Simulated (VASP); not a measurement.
# ZrS (Fm-3m) in VASP: further runs

ZrS is run at these levels: PBEsol; tasks: single point.

Everything below comes from runs of VASP 6.6.1. Logs are shortened: lines on timing, memory, paths and dates and some standing lists are left out, and cuts for length are marked.

## (1) The cell of the first run

It takes space group Fm-3m (No. 225, cubic). The conventional cell has a = 5.093 Å, b = 5.093 Å, c = 5.093 Å, α = 90.00°, β = 90.00°, γ = 90.00°. Zr (site symmetry m-3m) has 6 S at 2.55 Å within 3.4 Å. Within 3.4 Å of S (site symmetry m-3m) lie 6 Zr at 2.55 Å.

## (2) Single point, PBEsol (strain -0.030 along x and y, -0.030 along z)

Contents of INCAR:

```
SYSTEM = ZrS
PREC     = Accurate       ! precision mode
ENCUT    = 520            ! plane-wave cutoff, eV
EDIFF    = 1E-6           ! SCF threshold, eV
ISMEAR   = 0              ! smearing method
SIGMA    = 0.15           ! smearing width, eV
LREAL    = .False.        ! projectors in reciprocal space
LASPH    = .True.         ! aspherical terms in the spheres
NELM     = 100            ! most SCF steps
ALGO     = Normal         ! electronic algorithm
ISIF     = 2              ! what is computed and relaxed
LWAVE    = .False.        ! write WAVECAR
LCHARG   = .True.         ! write CHGCAR
GGA      = PS             ! functional
LELF     = .True.         ! ELF
LVHAR    = .True.       
NBANDS   = 16             ! bands
```

Contents of KPOINTS:

```
regular mesh
0
Gamma
  16 16 16
  0 0 0
```

Contents of POSCAR:

```
ZrS
1.0
    0.0000000000      2.5462500000      2.5462500000
    2.5462500000      0.0000000000      2.5462500000
    2.5462500000      2.5462500000      0.0000000000
Zr S
1 1
Direct
    0.0000000000      0.0000000000      0.0000000000
    0.5000000000      0.5000000000      0.5000000000
```

Potentials or basis: VASP PAW PBE potentials, release 64 (Zr_sv, S).

On the command line:

```console
$ cat potpaw_PBE.64/Zr_sv/POTCAR potpaw_PBE.64/S/POTCAR > POTCAR
$ mpirun -np 1 vasp_std > vasp.out
```

OUTCAR:

```text
SYSTEM = ZrS
   PREC = Accurate
   ENCUT = 520
   EDIFF = 1E-6
   ISMEAR = 0
   LREAL = .False.
   LASPH = .True.
   NELM = 100
   ISIF = 2
   GGA = PS

 ion  position               nearest neighbor table
   1  0.000  0.000  0.000-   2 2.55   2 2.55   2 2.55   2 2.55   2 2.55   2 2.55
   2  0.500  0.500  0.500-   1 2.55   1 2.55   1 2.55   1 2.55   1 2.55   1 2.55

  LATTYP: Found a face centered cubic cell.
 ALAT       =     5.0925000000

  Lattice vectors:

 A1 = (   0.0000000000,   2.5462500000,   2.5462500000)
 A2 = (   2.5462500000,   0.0000000000,   2.5462500000)
 A3 = (   2.5462500000,   2.5462500000,   0.0000000000)

Analysis of symmetry for initial positions (statically):
=====================================================================
 Subroutine PRICEL returns:
 Original cell was already a primitive cell.

 Routine SETGRP: Setting up the symmetry group for a
 face centered cubic supercell.

 Subroutine GETGRP returns: Found 48 space group operations
 (whereof 48 operations were pure point group operations)
 out of a pool of 48 trial point group operations.

The static configuration has the point symmetry O_h .

Analysis of symmetry for dynamics (positions and initial velocities):
=====================================================================
 Subroutine PRICEL returns:
 Original cell was already a primitive cell.

 Routine SETGRP: Setting up the symmetry group for a
 face centered cubic supercell.

 Subroutine GETGRP returns: Found 48 space group operations
 (whereof 48 operations were pure point group operations)
 out of a pool of 48 trial point group operations.

The dynamic configuration has the point symmetry O_h .

 Subroutine INISYM returns: Found 48 space group operations
 (whereof 48 operations are pure point group operations),
 and found     1 'primitive' translations

----------------------------------------------------------------------------------------

                                     Primitive cell

  volume of cell :      33.0167

  direct lattice vectors                    reciprocal lattice vectors
     0.000000000  2.546250000  2.546250000    -0.196367207  0.196367207  0.196367207
     2.546250000  0.000000000  2.546250000     0.196367207 -0.196367207  0.196367207
     2.546250000  2.546250000  0.000000000     0.196367207  0.196367207 -0.196367207

  length of vectors
[... 74 lines left out ...]
   ISTART =      0    job   : 0-new  1-cont  2-samecut
   ICHARG =      2    charge: 1-file 2-atom 10-const
   ISPIN  =      1    spin polarized calculation?
   LNONCOLLINEAR =      F non collinear calculations
   LSORBIT =      F    spin-orbit coupling
   LASPH  =      T    aspherical Exc in radial PAW
   ENCUT  =  520.0 eV  38.22 Ry    6.18 a.u.   6.70  6.70  6.70*2*pi/ulx,y,z
   NELM   =    100;   NELMIN=  2; NELMDL= -5     # of ELM steps
   EDIFF  = 0.1E-05   stopping-criterion for ELM
   LREAL  =      F    real-space projection
   EDIFFG = 0.1E-04   stopping-criterion for IOM
   NSW    =      0    number of steps for IOM
   IBRION =     -1    ionic relax: 0-MD 1-quasi-New 2-CG
   NFREE  =      0    steps in history (QN), initial steepest desc. (CG)
   ISIF   =      2    stress and relaxation
   ISYM   =      2    0-nonsym 1-usesym 2-fastsym
   POTIM  = 0.5000    time-step for ionic-motion
   TEBEG  =    0.0;   TEEND  =   0.0 temperature during run
   PSTRESS=    0.0 pullay stress
   NELECT =      18.0000    total number of electrons
   NUPDOWN=      -1.0000    fix difference up-down
   EMIN   =  10.00;   EMAX   =-10.00  energy-range for DOS
   EFERMI =   0.00;   METHOD = LEGACY
   ISMEAR =     0;   SIGMA  =   0.15  broadening in eV -4-tet -1-fermi 0-gaus
   EFERMI_NEDOS =   21; number of points for ismear=-14 and -15
   IALGO  =     38    algorithm
   IMIX   =      4    mixing-type and parameters
     AMIX     =   0.40;   BMIX     =  1.00
     AMIX_MAG =   1.60;   BMIX_MAG =  1.00
  volume/ion in A,a.u.               =      16.51       111.40
  Fermi-wavevector in a.u.,A,eV,Ry     =   1.337379  2.527281 24.335158  1.788584
  Thomas-Fermi vector in A             =   2.465933
   LORBIT       =      0    0 simple, 1 ext, 2 COOP (PROOUT), +10 PAW based schemes
   GGA     = PS    functional components
   LHFCALC =     F    Hartree Fock is set to
   AEXX    =    0.0000 exact exchange contribution
   IVDW    =     0    specifies the selected vdW correction
   LEPSILON=     F    determine dielectric tensor
   LRPA    =     F    only Hartree local field effects (RPA)
 non-spin polarized calculation
 Gauss-broadening in eV      SIGMA  =   0.15
  energy-cutoff  :      520.00
  volume of cell :       33.02
 maximum number of plane-waves:       911
   NGX = 13   NGY = 13   NGZ = 13

 number of electron      18.0000000 magnetization

 Free energy of the ion-electron system (eV)
  ---------------------------------------------------
  ext. energy  EPLUGINS =         0.00000000
  ---------------------------------------------------
  free energy    TOTEN  =       -16.48716396 eV

  energy without entropy =      -16.47505306  energy(sigma->0) =      -16.48110851

 E-fermi :  11.7753     XC(G=0): -11.9047

 val. band max:       11.7636471717   @ k =  -0.2500   0.1875   0.0000
 cond. band min:      11.7778441791   @ k =   0.3125   0.1250   0.0625
 fundamental gap:      0.0141970074
 Fermi energy:        11.7752701676

 k-point     1 :       0.0000    0.0000    0.0000
  band No.  band energies     occupation
      1     -37.9078      2.00000
      2     -15.9095      2.00000
      3     -15.9095      2.00000
      4     -15.9095      2.00000
      5      -4.4708      2.00000
      6       8.2462      2.00000
[... 433 lines left out ...]
      3     -15.9215      2.00000
      4     -15.9104      2.00000
      5      -4.3106      2.00000
      6       7.3382      2.00000
[... 8 lines left out ...]
     15      19.4161      0.00000
     16      23.8934      0.00000

 [... further k-points ...]
[... 5 lines left out ...]
  --------------------------------------------------------------------------------------
  -------------------------------------------------------------------------------------
  Total        1.4910140      1.4910140      1.4910140      0.0000000      0.0000000     -0.0000000
  in kB       72.3534402     72.3534402     72.3534402      0.0000000      0.0000000     -0.0000000
  external PRESSURE =      72.3534402 kB  Pullay stress =       0.0000000 kB

 VOLUME and BASIS-vectors are now :
 -----------------------------------------------------------------------------
  energy-cutoff  :      520.00
  volume of cell :       33.02
      direct lattice vectors                 reciprocal lattice vectors
     0.000000000  2.546250000  2.546250000    -0.196367207  0.196367207  0.196367207
     2.546250000  0.000000000  2.546250000     0.196367207 -0.196367207  0.196367207
     2.546250000  2.546250000  0.000000000     0.196367207  0.196367207 -0.196367207

 POSITION                                       TOTAL-FORCE (eV/Angst)
 -----------------------------------------------------------------------------------
      0.00000      0.00000      0.00000         0.000000      0.000000      0.000000
      2.54625      2.54625      2.54625        -0.000000     -0.000000     -0.000000
 -----------------------------------------------------------------------------------
    total drift:                                0.000000      0.000000      0.000000

  FREE ENERGIE OF THE ION-ELECTRON SYSTEM (eV)
  ---------------------------------------------------
  free  energy   TOTEN  =       -16.4871639634 eV

  energy  without entropy=      -16.4750530605  energy(sigma->0) =      -16.48110851
```

OSZICAR:

```text
N       E                     dE             d eps       ncg     rms          rms(c)
DAV:   1     0.121907560031E+03    0.12191E+03   -0.96963E+03  4640   0.111E+03
DAV:   2    -0.123212427223E+02   -0.13423E+03   -0.12910E+03  6096   0.285E+02
DAV:   3    -0.172760453844E+02   -0.49548E+01   -0.49274E+01  7184   0.485E+01
DAV:   4    -0.173460462166E+02   -0.70001E-01   -0.69974E-01  5872   0.533E+00
DAV:   5    -0.173473714438E+02   -0.13252E-02   -0.13252E-02  6768   0.558E-01    0.189E+01
DAV:   6    -0.165263298805E+02    0.82104E+00   -0.17119E+00  5736   0.954E+00    0.878E+00
DAV:   7    -0.164923055967E+02    0.34024E-01   -0.20331E-01  6712   0.297E+00    0.325E+00
DAV:   8    -0.164877631176E+02    0.45425E-02   -0.28795E-02  5480   0.117E+00    0.406E-01
DAV:   9    -0.164873046781E+02    0.45844E-03   -0.42487E-03  5472   0.415E-01    0.172E-01
DAV:  10    -0.164871873187E+02    0.11736E-03   -0.46590E-04  5960   0.210E-01    0.623E-02
DAV:  11    -0.164871639415E+02    0.23377E-04   -0.82734E-05  5776   0.561E-02    0.369E-02
DAV:  12    -0.164871639634E+02   -0.21877E-07   -0.33885E-06  5928   0.127E-02
   1 F= -.16487164E+02 E0= -.16481109E+02  d E =-.121109E-01
```

stdout:

```text
POSCAR found type information on POSCAR ZrS
 POSCAR found :  2 types and       2 ions
 scaLAPACK will be used
 -----------------------------------------------------------------------------
|                                                                             |
|                                                                             |
|     You enforced a specific xc type in the INCAR file but a different       |
|     I HOPE YOU KNOW WHAT YOU ARE DOING!                                     |
|                                                                             |
 -----------------------------------------------------------------------------

 LDA part: xc-table for (Slater+PW92), standard interpolation
 POSCAR, INCAR and KPOINTS ok, starting setup
 FFT: planning ... GRIDC
 FFT: planning ... GRID_SOFT
 FFT: planning ... GRID
 WAVECAR not read
 entering main loop
```

It took 53 s on 1 thread of Intel Xeon Platinum 8259CL at 2.50GHz (Skylake/Cascade Lake), shared host; peak memory 0.21 GiB.

Results:

```
Free energy            : -16.4872 eV
Pressure               : 7.2 GPa
Band gap on the k mesh : zero (bands 9 and 10 overlap by 3.26 eV)
```

Levels at points of the mesh, in eV from the Fermi level:
| k point | band 7 | band 8 | band 9 | band 10 | band 11 | band 12 |
| --- | --- | --- | --- | --- | --- | --- |
| (0.00, 0.00, 0.00) | -3.53 | -3.53 | -1.58 | -1.58 | -1.58 | -0.80 |
| (0.50, 0.00, 0.00) | -6.34 | -6.34 | 1.69 | 1.69 | 1.95 | 2.10 |
| (0.50, 0.50, 0.00) | -4.50 | -4.50 | -3.91 | 0.55 | 2.72 | 2.72 |

Caveat: the cell differs from its parent crystal (strain -0.030 along x and y, -0.030 along z); the cell stands under pressure; the PAW data sets were made with another functional, which shifts forces and pressure a little.

(Continued in part 2 of 2.)
